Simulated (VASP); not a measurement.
Pb, 2 atoms in the cell. The structure is tetragonal, space group I4_1/amd (No. 141). The conventional cell has a = 4.961 Å, b = 4.961 Å, c = 6.878 Å, α = 90.00°, β = 90.00°, γ = 90.00°. Pb (site symmetry -4m2) has 4 Pb at 3.02 Å within 4.0 Å.  This cell differs from its parent crystal: equal xx and yy strain of +2 %.

| Property | Result |
| --- | --- |
| Program | VASP 6.6.1 |
| Task | single point |
| Functional | LDA |
| Potentials or basis | VASP PAW LDA potentials, release 64 (Pb_d) |
| Cutoff | 520 eV |
| k mesh | 8 × 8 × 8 |
| Occupations | fermi-dirac, width 0.05 eV |
| Spin | no spin polarisation |
| Dipole correction | no |
| Further INCAR settings | ALGO = Normal; EDIFF = 1e-06; NBANDS = 21 |

Potentials or basis: VASP PAW LDA potentials, release 64 (Pb_d).

The run is started by

```sh
$ cat potpaw_LDA.64/Pb_d/POTCAR > POTCAR
$ mpirun -np 1 vasp_std > vasp.out
```

Hardware: 1 thread of AMD EPYC 9R45 96-Core Processor (Zen 5), on a shared host.

Q: Estimate the wall time of this run.

A: Run time: 51 s on 1 thread of AMD EPYC 9R45 96-Core Processor (Zen 5), with other jobs on the host, peak memory 0.21 GiB. Counts: scf iterations 11, k points 59.
